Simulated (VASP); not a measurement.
# Ge (P4_32_12) in VASP: further runs, part 2 of 2

VASP 6.6.1. The steps go on from the part before.

## (3) Relaxation of shape and atoms at fixed volume, PBEsol

INCAR

```
SYSTEM = Ge
PREC = Accurate ; ENCUT = 600
EDIFF = 1E-7 ; ISMEAR = -1
SIGMA = 0.1 ; LREAL = .FALSE.
LASPH = .TRUE. ; NELM = 60
ALGO = Normal ; ISIF = 4
LWAVE = .FALSE. ; LCHARG = .FALSE.
GGA = PS ; IBRION = 2
NSW = 80 ; EDIFFG = -0.05
LUSENCCL = .FALSE.
```

KPOINTS

```
regular mesh
0
G
  5 5 4
  0 0 0
```

POSCAR

```
Ge
1.0
    5.9300000000      0.0000000000      0.0000000000
    0.0000000000      5.9300000000      0.0000000000
    0.0000000000      0.0000000000      6.9800000000
Ge
12
Direct
    0.0750000000      0.0750000000      0.0000000000
    0.4250000000      0.5750000000      0.7500000000
    0.9250000000      0.9250000000      0.5000000000
    0.5750000000      0.4250000000      0.2500000000
    0.1667000000      0.3750000000      0.2500000000
    0.1250000000      0.6667000000      0.0000000000
    0.8333000000      0.6250000000      0.7500000000
    0.8750000000      0.3333000000      0.5000000000
    0.6667000000      0.1250000000      0.0000000000
    0.6250000000      0.8333000000      0.2500000000
    0.3333000000      0.8750000000      0.5000000000
    0.3750000000      0.1667000000      0.7500000000
```

Potentials or basis: VASP PAW PBE potentials, release 64 (Ge_d).

Command:

```bash
$ cat potpaw_PBE.64/Ge_d/POTCAR > POTCAR
$ mpirun -np 1 vasp_std > vasp.out
```

OUTCAR:

```text
SYSTEM = Ge
   PREC = Accurate
   ENCUT = 600
   EDIFF = 1E-7
   ISMEAR = -1
   LREAL = .FALSE.
   LASPH = .TRUE.
   NELM = 60
   ISIF = 4
   GGA = PS
   IBRION = 2
   NSW = 80
   EDIFFG = -0.05

 ion  position               nearest neighbor table
   1  0.075  0.075  0.000-   6 2.44   9 2.44   5 2.55  12 2.55
   2  0.425  0.575  0.750-   7 2.44  12 2.44  11 2.55   6 2.55
   3  0.925  0.925  0.500-   8 2.44  11 2.44  10 2.55   7 2.55
   4  0.575  0.425  0.250-   5 2.44  10 2.44   9 2.55   8 2.55
   5  0.167  0.375  0.250-   4 2.44   6 2.47   8 2.47   1 2.55
   6  0.125  0.667  0.000-   1 2.44   5 2.47   7 2.47   2 2.55
   7  0.833  0.625  0.750-   2 2.44   6 2.47   8 2.47   3 2.55
   8  0.875  0.333  0.500-   3 2.44   5 2.47   7 2.47   4 2.55
   9  0.667  0.125  0.000-   1 2.44  10 2.47  12 2.47   4 2.55
  10  0.625  0.833  0.250-   4 2.44   9 2.47  11 2.47   3 2.55
  11  0.333  0.875  0.500-   3 2.44  10 2.47  12 2.47   2 2.55
[... 441 lines left out ...]

  energy without entropy =      -57.85364213  energy(sigma->0) =      -57.86114341

 E-fermi :   5.4902     XC(G=0): -10.8223

 val. band max:        5.1851073494   @ k =   0.4000   0.4000   0.0000
 cond. band min:       5.7887181550   @ k =   0.4000   0.0000   0.5000
 fundamental gap:      0.6036108055
 Fermi energy:         5.4902168447

 k-point     1 :       0.0000    0.0000    0.0000
  band No.  band energies     occupation
      1     -19.0851      2.00000
      2     -19.0579      2.00000
      3     -19.0579      2.00000
      4     -19.0409      2.00000
      5     -19.0409      2.00000
      6     -19.0404      2.00000
[... 1771 lines left out ...]
     95       9.1110      0.00000
     96       9.1110      0.00000
 [bands above 96 left out]

------------------------ aborting loop because EDIFF is reached ----------------------------------------

  FORCE on cell =-STRESS in cart. coord.  units (eV):
  Direction    XX          YY          ZZ          XY          YZ          ZX
  --------------------------------------------------------------------------------------
  -------------------------------------------------------------------------------------
  Total       -0.4456280     -0.4456280     -0.1425404      0.0000000     -0.0000000      0.0000000
  in kB       -2.9088296     -2.9088296     -0.9304302      0.0000000     -0.0000000      0.0000000
  external PRESSURE =      -2.2493631 kB  Pullay stress =       0.0000000 kB
[... 27 lines left out ...]
  FREE ENERGIE OF THE ION-ELECTRON SYSTEM (eV)
  ---------------------------------------------------
  free  energy   TOTEN  =       -57.8686446925 eV

  energy  without entropy=      -57.8536421266  energy(sigma->0) =      -57.86114341

 reached required accuracy - stopping structural energy minimisation
```

OSZICAR:

```text
N       E                     dE             d eps       ncg     rms          rms(c)
DAV:   1     0.251141771182E+04    0.25114E+04   -0.75252E+04  4148   0.519E+03
DAV:   2     0.493682466357E+03   -0.20177E+04   -0.19597E+04  3600   0.130E+03
DAV:   3     0.133157459302E+02   -0.48037E+03   -0.46496E+03  3608   0.314E+02
[... 127 lines left out ...]
DAV:   5    -0.578685954357E+02   -0.17252E-03   -0.29943E-03  4768   0.538E-01    0.435E-02
DAV:   6    -0.578686693672E+02   -0.73931E-04   -0.91273E-04  4052   0.532E-01    0.268E-02
DAV:   7    -0.578686378494E+02    0.31518E-04   -0.19257E-04  4420   0.751E-01    0.716E-03
DAV:   8    -0.578686421619E+02   -0.43124E-05   -0.58027E-05  4052   0.944E-02    0.475E-03
DAV:   9    -0.578686446061E+02   -0.24443E-05   -0.25455E-05  3924   0.366E-02    0.452E-03
DAV:  10    -0.578686446925E+02   -0.86351E-07   -0.22181E-07  2360   0.116E-02
  11 F= -.57868645E+02 E0= -.57861143E+02  d E =-.503800E-02
```

CONTCAR:

```text
Ge
    1.000000000000000
     5.9405592108514158   -0.0000000000000000   -0.0000000000000000
    -0.0000000000000000    5.9405592108514158   -0.0000000000000000
     0.0000000000000000    0.0000000000000000    6.9552084656832287
  Ge
    12
Direct
     0.0877474211875915    0.0877474211875915    0.0000000000000000
     0.4122525788124085    0.5877474211875917    0.7500000000000000
     0.9122525788124083    0.9122525788124083    0.5000000000000000
     0.5877474211875917    0.4122525788124085    0.2500000000000000
     0.1712202402305192    0.3695955374525362    0.2571039736607986
     0.1304044625474639    0.6712202402305193    0.0071039736607988
     0.8287797597694807    0.6304044625474641    0.7571039736607988
     0.8695955374525359    0.3287797597694808    0.5071039736607987
     0.6712202402305193    0.1304044625474639    0.9928960263392013
     0.6304044625474641    0.8287797597694807    0.2428960263392014
     0.3287797597694808    0.8695955374525359    0.4928960263392013
     0.3695955374525362    0.1712202402305192    0.7428960263392012

  0.00000000E+00  0.00000000E+00  0.00000000E+00
  0.00000000E+00  0.00000000E+00  0.00000000E+00
  0.00000000E+00  0.00000000E+00  0.00000000E+00
  0.00000000E+00  0.00000000E+00  0.00000000E+00
  0.00000000E+00  0.00000000E+00  0.00000000E+00
  0.00000000E+00  0.00000000E+00  0.00000000E+00
  0.00000000E+00  0.00000000E+00  0.00000000E+00
  0.00000000E+00  0.00000000E+00  0.00000000E+00
  0.00000000E+00  0.00000000E+00  0.00000000E+00
  0.00000000E+00  0.00000000E+00  0.00000000E+00
  0.00000000E+00  0.00000000E+00  0.00000000E+00
  0.00000000E+00  0.00000000E+00  0.00000000E+00
```

It took 28 min on 1 × NVIDIA H100 80GB with 1 thread of AMD EPYC 7R13 (Zen 3), shared host; peak memory 1.6 GiB.

Results:

- Free energy: -57.8686 eV
- Energy gained by relaxing: 15.4 meV/atom
- Ionic steps: 11
- Pressure after relaxing: -0.2 GPa
- Largest force after relaxing: 0.039 eV/Å
- Band gap on the k mesh: 0.60 eV (least direct gap 0.68 eV)

Forces in eV/Å, atoms in the order of the input:
```
Ge   0.003  0.003  0.000
Ge  -0.003  0.003  0.000
Ge  -0.003 -0.003  0.000
Ge   0.003 -0.003  0.000
Ge   0.035 -0.015 -0.011
Ge   0.015  0.035 -0.011
Ge  -0.035  0.015 -0.011
Ge  -0.015 -0.035 -0.011
Ge   0.035  0.015  0.011
Ge   0.015 -0.035  0.011
Ge  -0.035 -0.015  0.011
Ge  -0.015  0.035  0.011
```

The path:
| step | energy change (eV) | largest force (eV/Å) | pressure (GPa) | volume (Å³) |
| --- | --- | --- | --- | --- |
| 1 | 0.0000 | 0.8489 | 0.52 | 245.45 |
| 2 | -0.1179 | 0.2135 | 0.46 | 245.45 |
| 3 | -0.1204 | 0.2409 | 0.47 | 245.45 |
| 4 | -0.1512 | 0.1423 | 0.44 | 245.45 |
| 5 | -0.1613 | 0.0958 | 0.46 | 245.45 |
| 6 | -0.1659 | 0.0765 | 0.37 | 245.45 |
| 7 | -0.1760 | 0.0956 | 0.16 | 245.45 |
| 8 | -0.1781 | 0.1906 | -0.26 | 245.45 |
| 9 | -0.1801 | 0.1542 | -0.10 | 245.45 |
| 10 | -0.1830 | 0.1081 | -0.12 | 245.45 |
| 11 | -0.1851 | 0.0393 | -0.22 | 245.45 |

Final structure:
```
Ge
1.0
     5.94056    0.00000    0.00000
     0.00000    5.94056    0.00000
     0.00000    0.00000    6.95521
Ge
12
Direct
  0.08775 0.08775 0.00000
  0.41225 0.58775 0.75000
  0.91225 0.91225 0.50000
  0.58775 0.41225 0.25000
  0.17122 0.36960 0.25710
  0.13040 0.67122 0.00710
  0.82878 0.63040 0.75710
  0.86960 0.32878 0.50710
  0.67122 0.13040 0.99290
  0.63040 0.82878 0.24290
  0.32878 0.86960 0.49290
  0.36960 0.17122 0.74290
```

Caveat: semilocal functionals underestimate gaps, and a narrow one can read as zero; the PAW data sets were made with another functional, which shifts forces and pressure a little; the relaxation stopped at a loose force limit of 0.05 eV/Å, so its end isn't a converged minimum.
